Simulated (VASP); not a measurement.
# Cu (P6_3/mmc) in VASP: further runs

The runs below take Cu through single point, with r2SCAN.

Everything below comes from runs of VASP 6.6.1. Logs are shortened: lines on timing, memory, paths and dates and some standing lists are left out, and cuts for length are marked.

### Step 1. The cell of the first run

Symmetry: P6_3/mmc, No. 194, hexagonal system. Conventional cell: a = 2.730 Å, b = 2.730 Å, c = 3.544 Å, α = 90.00°, β = 90.00°, γ = 120.00°. Within 3.1 Å of Cu (site symmetry -6m2) lie 12 Cu at 2.37 to 2.73 Å.

### Step 2. Single point, r2SCAN

POSCAR reads:

```
Cu
1.0
    2.7297728867      0.0000000000      0.0000000000
   -1.3648864433      2.3640526664      0.0000000000
    0.0000000000      0.0000000000      3.5441062510
Cu
2
Direct
    0.3333333333      0.6666666667      0.2500000000
    0.6666666667      0.3333333333      0.7500000000
```

INCAR.step1 reads:

```
SYSTEM = Cu
PREC = Accurate
ENCUT = 520
ISMEAR = 0
SIGMA = 0.15
LREAL = .FALSE.
LASPH = .TRUE.
NELM = 60
NBANDS = 18
GGA = PE
ALGO = Normal
EDIFF = 1E-4
LWAVE = .TRUE.
LCHARG = .FALSE.
```

INCAR.step2 reads:

```
SYSTEM = Cu
PREC = Accurate
ENCUT = 520
EDIFF = 1E-6
ISMEAR = 0
SIGMA = 0.15
LREAL = .FALSE.
LASPH = .TRUE.
NELM = 60
ALGO = Normal
ISIF = 2
LWAVE = .FALSE.
LCHARG = .TRUE.
METAGGA = R2SCAN
LMIXTAU = .TRUE.
LELF = .TRUE.
LVHAR = .TRUE.
NBANDS = 18
ISTART = 1
```

KPOINTS reads:

```
Automatic mesh
0
G
  24 24 14
  0 0 0
```

Potentials or basis: VASP PAW PBE potentials, release 64 (Cu).

Launch:

```bash
> cat potpaw_PBE.64/Cu/POTCAR > POTCAR
> cp INCAR.step1 INCAR
> mpirun -np 1 vasp_std > vasp.out
> cp INCAR.step2 INCAR
> mpirun -np 1 vasp_std > vasp.out
```

OUTCAR:

```text
SYSTEM = Cu
   PREC = Accurate
   ENCUT = 520
   EDIFF = 1E-6
   ISMEAR = 0
   LREAL = .FALSE.
   LASPH = .TRUE.
   NELM = 60
   ISIF = 2
   METAGGA = R2SCAN
   ISTART = 1

 ion  position               nearest neighbor table
   1  0.333  0.667  0.250-   2 2.37   2 2.37   2 2.37   2 2.37   2 2.37   2 2.37
   2  0.667  0.333  0.750-   1 2.37   1 2.37   1 2.37   1 2.37   1 2.37   1 2.37

  LATTYP: Found a hexagonal cell.
 ALAT       =     2.7297728867
 C/A-ratio  =     1.2983154270

  Lattice vectors:

 A1 = (   2.7297728867,   0.0000000000,   0.0000000000)
 A2 = (  -1.3648864433,   2.3640526664,   0.0000000000)
 A3 = (   0.0000000000,   0.0000000000,   3.5441062510)

Analysis of symmetry for initial positions (statically):
=====================================================================
 Subroutine PRICEL returns:
 Original cell was already a primitive cell.

 Routine SETGRP: Setting up the symmetry group for a
 hexagonal supercell.

 Subroutine GETGRP returns: Found 24 space group operations
 (whereof 12 operations were pure point group operations)
 out of a pool of 24 trial point group operations.

The static configuration has the point symmetry D_3d.
 The point group associated with its full space group is D_6h.

Analysis of symmetry for dynamics (positions and initial velocities):
=====================================================================
 Subroutine PRICEL returns:
 Original cell was already a primitive cell.

 Routine SETGRP: Setting up the symmetry group for a
 hexagonal supercell.

 Subroutine GETGRP returns: Found 24 space group operations
 (whereof 12 operations were pure point group operations)
 out of a pool of 24 trial point group operations.

The dynamic configuration has the point symmetry D_3d.
 The point group associated with its full space group is D_6h.

 Subroutine INISYM returns: Found 24 space group operations
 (whereof 12 operations are pure point group operations),
 and found     1 'primitive' translations

----------------------------------------------------------------------------------------

                                     Primitive cell

  volume of cell :      22.8713

  direct lattice vectors                    reciprocal lattice vectors
     2.729772887  0.000000000  0.000000000     0.366330842  0.211501210  0.000000000
    -1.364886443  2.364052666  0.000000000     0.000000000  0.423002420  0.000000000
     0.000000000  0.000000000  3.544106251     0.000000000  0.000000000  0.282158584

[... 81 lines left out ...]
   ENCUT  =  520.0 eV  38.22 Ry    6.18 a.u.   5.08  5.08  6.59*2*pi/ulx,y,z
   NELM   =     60;   NELMIN=  2; NELMDL=  0     # of ELM steps
   EDIFF  = 0.1E-05   stopping-criterion for ELM
   LREAL  =      F    real-space projection
   EDIFFG = 0.1E-04   stopping-criterion for IOM
   NSW    =      0    number of steps for IOM
   IBRION =     -1    ionic relax: 0-MD 1-quasi-New 2-CG
   NFREE  =      0    steps in history (QN), initial steepest desc. (CG)
   ISIF   =      2    stress and relaxation
   ISYM   =      2    0-nonsym 1-usesym 2-fastsym
   POTIM  = 0.5000    time-step for ionic-motion
   TEBEG  =    0.0;   TEEND  =   0.0 temperature during run
   PSTRESS=    0.0 pullay stress
   NELECT =      22.0000    total number of electrons
   NUPDOWN=      -1.0000    fix difference up-down
   EMIN   =  10.00;   EMAX   =-10.00  energy-range for DOS
   EFERMI =   0.00;   METHOD = LEGACY
   ISMEAR =     0;   SIGMA  =   0.15  broadening in eV -4-tet -1-fermi 0-gaus
   EFERMI_NEDOS =   21; number of points for ismear=-14 and -15
   IALGO  =     38    algorithm
   IMIX   =      4    mixing-type and parameters
     AMIX     =   0.40;   BMIX     =  1.00
     AMIX_MAG =   1.60;   BMIX_MAG =  1.00
  volume/ion in A,a.u.               =      11.44        77.17
  Fermi-wavevector in a.u.,A,eV,Ry     =   1.616041  3.053874 35.532800  2.611587
  Thomas-Fermi vector in A             =   2.710691
   LORBIT       =      0    0 simple, 1 ext, 2 COOP (PROOUT), +10 PAW based schemes
   METAGGA = R2SCAN    functional components
   LHFCALC =     F    Hartree Fock is set to
   AEXX    =    0.0000 exact exchange contribution
   IVDW    =     0    specifies the selected vdW correction
   LEPSILON=     F    determine dielectric tensor
   LRPA    =     F    only Hartree local field effects (RPA)
 non-spin polarized calculation
 Gauss-broadening in eV      SIGMA  =   0.15
  energy-cutoff  :      520.00
  volume of cell :       22.87
 maximum number of plane-waves:       630
   NGX = 11   NGY = 11   NGZ = 13

 number of electron      22.0000002 magnetization

 Free energy of the ion-electron system (eV)
  ---------------------------------------------------
  ext. energy  EPLUGINS =         0.00000000
  ---------------------------------------------------
  free energy    TOTEN  =       -21.24874041 eV

  energy without entropy =      -21.24274265  energy(sigma->0) =      -21.24574153

 E-fermi :   7.8552     XC(G=0): -13.9154

 val. band max:        7.8373189432   @ k =   0.1250   0.0833   0.2857
 cond. band min:       7.8570260864   @ k =   0.3333   0.0417   0.4286
 fundamental gap:      0.0197071432
 Fermi energy:         7.8552046242

 k-point     1 :       0.0000    0.0000    0.0000
  band No.  band energies     occupation
      1      -2.0895      2.00000
      2       2.5385      2.00000
      3       4.5178      2.00000
      4       4.5179      2.00000
      5       4.5252      2.00000
      6       4.5254      2.00000
[... 481 lines left out ...]
      5       3.9134      2.00000
      6       5.0529      2.00000
[... 10 lines left out ...]
     17      22.0229      0.00000
     18      25.5713      0.00000

 [... further k-points ...]

------------------------ aborting loop because EDIFF is reached ----------------------------------------

  FORCE on cell =-STRESS in cart. coord.  units (eV):
  Direction    XX          YY          ZZ          XY          YZ          ZX
  --------------------------------------------------------------------------------------
  -------------------------------------------------------------------------------------
  Total       -0.1649345     -0.1649345      4.0878655     -0.0000000     -0.0000000      0.0000000
  in kB      -11.5539809    -11.5539809    286.3629219     -0.0000000     -0.0000000      0.0000000
  external PRESSURE =      87.7516534 kB  Pullay stress =       0.0000000 kB

 VOLUME and BASIS-vectors are now :
 -----------------------------------------------------------------------------
  energy-cutoff  :      520.00
  volume of cell :       22.87
      direct lattice vectors                 reciprocal lattice vectors
     2.729772887  0.000000000  0.000000000     0.366330842  0.211501210  0.000000000
    -1.364886443  2.364052666  0.000000000     0.000000000  0.423002420  0.000000000
     0.000000000  0.000000000  3.544106251     0.000000000  0.000000000  0.282158584

 POSITION                                       TOTAL-FORCE (eV/Angst)
 -----------------------------------------------------------------------------------
     -0.00000      1.57604      0.88603         0.000000     -0.000000      0.000000
      1.36489      0.78802      2.65808        -0.000000      0.000000      0.000000
 -----------------------------------------------------------------------------------
    total drift:                               -0.000000      0.000000     -0.000000

  FREE ENERGIE OF THE ION-ELECTRON SYSTEM (eV)
  ---------------------------------------------------
  free  energy   TOTEN  =       -21.2487404102 eV

  energy  without entropy=      -21.2427426549  energy(sigma->0) =      -21.24574153
```

OUTCAR.step1:

```text
SYSTEM = Cu
   PREC = Accurate
   ENCUT = 520
   ISMEAR = 0
   LREAL = .FALSE.
   LASPH = .TRUE.
[... 728 lines left out ...]
     -0.00000      1.57604      0.88603         0.000000      0.000000      0.000000
      1.36489      0.78802      2.65808        -0.000000      0.000000      0.000000
 -----------------------------------------------------------------------------------
    total drift:                               -0.000000      0.000000     -0.000000

  FREE ENERGIE OF THE ION-ELECTRON SYSTEM (eV)
  ---------------------------------------------------
  free  energy   TOTEN  =        -7.0121016889 eV

  energy  without entropy=       -7.0057826409  energy(sigma->0) =       -7.00894216
```

OSZICAR.step1:

```text
N       E                     dE             d eps       ncg     rms          rms(c)
DAV:   1     0.121547172536E+03    0.12155E+03   -0.10614E+04 19282   0.222E+03
DAV:   2    -0.267253081383E+01   -0.12422E+03   -0.11814E+03 17606   0.287E+02
DAV:   3    -0.865357998409E+01   -0.59810E+01   -0.57914E+01 19344   0.860E+01
DAV:   4    -0.871820630050E+01   -0.64626E-01   -0.64582E-01 20752   0.955E+00
DAV:   5    -0.871910701323E+01   -0.90071E-03   -0.90067E-03 21486   0.991E-01    0.106E+01
DAV:   6    -0.763090872404E+01    0.10882E+01   -0.10172E+01 18868   0.918E+01    0.487E+00
DAV:   7    -0.703810457851E+01    0.59280E+00   -0.19169E+00 19212   0.371E+01    0.817E-01
DAV:   8    -0.701575553722E+01    0.22349E-01   -0.16542E-02 21130   0.162E+00    0.458E-01
DAV:   9    -0.701207985476E+01    0.36757E-02   -0.65348E-03 20298   0.229E+00    0.385E-02
DAV:  10    -0.701210168892E+01   -0.21834E-04   -0.22357E-04 17180   0.231E-01
   1 F= -.70121017E+01 E0= -.70089422E+01  d E =-.631905E-02
```

Wall time 19 min (1 thread of AMD EPYC 7R13, shared host); peak memory 0.24 GiB.

Results:

```yaml
Free_energy: -21.2487 eV
Pressure: 8.8 GPa
Band_gap_on_the_k_mesh: zero (band 11 reaches 11.07 eV, above the bottom of band 12 at 5.90 eV)
```

Levels at points of the mesh, in eV from the Fermi level:
| k point | band 8 | band 9 | band 10 | band 11 | band 12 | band 13 | band 14 | band 15 |
| --- | --- | --- | --- | --- | --- | --- | --- | --- |
| (0.00, 0.00, 0.00) | -2.90 | -2.50 | -1.83 | -1.83 | 1.76 | 7.89 | 18.28 | 18.28 |
| (0.50, 0.00, 0.00) | -2.27 | -1.93 | -1.45 | -0.67 | 0.71 | 9.91 | 10.40 | 11.30 |
| (0.00, 0.00, 0.50) | -2.98 | -1.96 | -1.96 | -1.96 | -1.96 | 19.72 | 19.72 | 20.73 |
| (0.50, 0.00, 0.50) | -2.24 | -2.00 | -2.00 | 0.26 | 0.26 | 4.93 | 4.93 | 14.93 |

Caveat: the PAW data sets were made with another functional, which shifts forces and pressure a little.

### Step 3. Single point, r2SCAN

This run uses another cell than the first one, of the same volume but with other edges.

POSCAR reads:

```
Cu
1.0
    2.3218922435      0.0000000000      0.0000000000
   -1.1609461218      2.0108176677      0.0000000000
    0.0000000000      0.0000000000      4.8986413444
Cu
2
Direct
    0.3333333333      0.6666666667      0.2500000000
    0.6666666667      0.3333333333      0.7500000000
```

INCAR.step1 reads:

```
SYSTEM = Cu
ALGO = Normal ; EDIFF = 1E-4
ENCUT = 520 ; GGA = PE
ISMEAR = 0 ; LASPH = .True.
LCHARG = .False. ; LREAL = .False.
LWAVE = .True. ; NBANDS = 18
NELM = 60 ; PREC = Accurate
SIGMA = 0.15
```

INCAR.step2 reads:

```
SYSTEM = Cu
ALGO = Normal ; EDIFF = 1E-7
ENCUT = 520 ; ISIF = 2
ISMEAR = 0 ; ISTART = 1
LASPH = .True. ; LCHARG = .False.
LMIXTAU = .True. ; LREAL = .False.
LWAVE = .False. ; METAGGA = R2SCAN
NBANDS = 18 ; NELM = 60
PREC = Accurate ; SIGMA = 0.15
```

KPOINTS reads:

```
k-points
0
Gamma
  24 24 14
  0 0 0
```

Potentials or basis: VASP PAW PBE potentials, release 64 (Cu).

Launch:

```bash
> cat potpaw_PBE.64/Cu/POTCAR > POTCAR
> cp INCAR.step1 INCAR
> mpirun -np 1 vasp_std > vasp.out
> cp INCAR.step2 INCAR
> mpirun -np 1 vasp_std > vasp.out
```

OUTCAR:

```text
SYSTEM = Cu
   EDIFF = 1E-7
   ENCUT = 520
   ISIF = 2
   ISMEAR = 0
   ISTART = 1
   LASPH = .True.
   LREAL = .False.
   METAGGA = R2SCAN
   NELM = 60
   PREC = Accurate

 ion  position               nearest neighbor table
   1  0.333  0.667  0.250-   2 2.79   2 2.79   2 2.79   2 2.79   2 2.79   2 2.79
   2  0.667  0.333  0.750-   1 2.79   1 2.79   1 2.79   1 2.79   1 2.79   1 2.79

  LATTYP: Found a hexagonal cell.
 ALAT       =     2.3218922435
 C/A-ratio  =     2.1097625689

  Lattice vectors:

 A1 = (   2.3218922435,   0.0000000000,   0.0000000000)
 A2 = (  -1.1609461218,   2.0108176677,   0.0000000000)
 A3 = (   0.0000000000,   0.0000000000,   4.8986413444)

Analysis of symmetry for initial positions (statically):
=====================================================================
 Subroutine PRICEL returns:
 Original cell was already a primitive cell.

 Routine SETGRP: Setting up the symmetry group for a
 hexagonal supercell.

 Subroutine GETGRP returns: Found 24 space group operations
 (whereof 12 operations were pure point group operations)
 out of a pool of 24 trial point group operations.

The static configuration has the point symmetry D_3d.
 The point group associated with its full space group is D_6h.

Analysis of symmetry for dynamics (positions and initial velocities):
=====================================================================
 Subroutine PRICEL returns:
 Original cell was already a primitive cell.

 Routine SETGRP: Setting up the symmetry group for a
 hexagonal supercell.

 Subroutine GETGRP returns: Found 24 space group operations
 (whereof 12 operations were pure point group operations)
 out of a pool of 24 trial point group operations.

The dynamic configuration has the point symmetry D_3d.
 The point group associated with its full space group is D_6h.

 Subroutine INISYM returns: Found 24 space group operations
 (whereof 12 operations are pure point group operations),
 and found     1 'primitive' translations
[... 112 lines left out ...]
   IALGO  =     38    algorithm
   IMIX   =      4    mixing-type and parameters
     AMIX     =   0.40;   BMIX     =  1.00
     AMIX_MAG =   1.60;   BMIX_MAG =  1.00
  volume/ion in A,a.u.               =      11.44        77.17
  Fermi-wavevector in a.u.,A,eV,Ry     =   1.616041  3.053874 35.532800  2.611587
  Thomas-Fermi vector in A             =   2.710691
   LORBIT       =      0    0 simple, 1 ext, 2 COOP (PROOUT), +10 PAW based schemes
   METAGGA = R2SCAN    functional components
   LHFCALC =     F    Hartree Fock is set to
   AEXX    =    0.0000 exact exchange contribution
   IVDW    =     0    specifies the selected vdW correction
   LEPSILON=     F    determine dielectric tensor
   LRPA    =     F    only Hartree local field effects (RPA)
 non-spin polarized calculation
 Gauss-broadening in eV      SIGMA  =   0.15
  energy-cutoff  :      520.00
  volume of cell :       22.87
 maximum number of plane-waves:       642
 NGX is ok and might be reduce to    18

 number of electron      21.9999957 magnetization

 Free energy of the ion-electron system (eV)
  ---------------------------------------------------
  ext. energy  EPLUGINS =         0.00000000
  ---------------------------------------------------
  free energy    TOTEN  =       -21.02121937 eV

  energy without entropy =      -21.01642338  energy(sigma->0) =      -21.01882138

 E-fermi :   7.8806     XC(G=0): -13.8726

 val. band max:        7.8790778070   @ k =   0.3750   0.0833   0.4286
 cond. band min:       7.8972762599   @ k =   0.2500   0.2083   0.3571
 fundamental gap:      0.0181984528
 Fermi energy:         7.8806190454

 k-point     1 :       0.0000    0.0000    0.0000
  band No.  band energies     occupation
      1      -2.0947      2.00000
      2       1.3730      2.00000
      3       3.6171      2.00000
      4       4.4505      2.00000
      5       4.4507      2.00000
      6       4.5163      2.00000
[... 481 lines left out ...]
      5       4.7566      2.00000
      6       5.1561      2.00000
[... 10 lines left out ...]
     17      25.7832      0.00000
     18      31.5022      0.00000

 [... further k-points ...]

------------------------ aborting loop because EDIFF is reached ----------------------------------------

  FORCE on cell =-STRESS in cart. coord.  units (eV):
  Direction    XX          YY          ZZ          XY          YZ          ZX
  --------------------------------------------------------------------------------------
  -------------------------------------------------------------------------------------
  Total        4.7239590      4.7239590     -2.9502540     -0.0000000      0.0000000      0.0000000
  in kB      330.9225033    330.9225033   -206.6710281     -0.0000000      0.0000000      0.0000000
  external PRESSURE =     151.7246595 kB  Pullay stress =       0.0000000 kB

 VOLUME and BASIS-vectors are now :
 -----------------------------------------------------------------------------
  energy-cutoff  :      520.00
  volume of cell :       22.87
      direct lattice vectors                 reciprocal lattice vectors
     2.321892243  0.000000000  0.000000000     0.430683208  0.248655066  0.000000000
    -1.160946122  2.010817668  0.000000000     0.000000000  0.497310132  0.000000000
     0.000000000  0.000000000  4.898641344     0.000000000  0.000000000  0.204138235

 POSITION                                       TOTAL-FORCE (eV/Angst)
 -----------------------------------------------------------------------------------
     -0.00000      1.34055      1.22466         0.000000      0.000000      0.000000
      1.16095      0.67027      3.67398        -0.000000      0.000000      0.000000
 -----------------------------------------------------------------------------------
    total drift:                               -0.000000      0.000000     -0.000000

  FREE ENERGIE OF THE ION-ELECTRON SYSTEM (eV)
  ---------------------------------------------------
  free  energy   TOTEN  =       -21.0212193724 eV

  energy  without entropy=      -21.0164233841  energy(sigma->0) =      -21.01882138
```

It took 18 min on 1 thread of AMD EPYC 7R13, shared host; peak memory 0.24 GiB.

Results:

```
Free energy            : -21.0212 eV
Pressure               : 15.2 GPa
Band gap on the k mesh : zero (band 11 reaches 13.80 eV, above the bottom of band 12 at 5.76 eV)
```

Levels at points of the mesh, in eV from the Fermi level:
| k point | band 8 | band 9 | band 10 | band 11 | band 12 | band 13 | band 14 | band 15 |
| --- | --- | --- | --- | --- | --- | --- | --- | --- |
| (0.00, 0.00, 0.00) | -3.00 | -2.17 | -2.17 | -1.93 | -1.93 | 0.87 | 15.53 | 21.04 |
| (0.50, 0.00, 0.00) | -2.10 | -1.43 | -1.42 | 0.47 | 2.35 | 7.54 | 7.70 | 10.36 |
| (0.00, 0.00, 0.50) | -3.41 | -2.04 | -2.04 | -2.04 | -2.04 | 7.16 | 7.16 | 26.73 |
| (0.50, 0.00, 0.50) | -2.20 | -1.42 | -1.42 | 0.88 | 0.88 | 6.28 | 6.28 | 14.38 |

Caveat: the PAW data sets were made with another functional, which shifts forces and pressure a little.
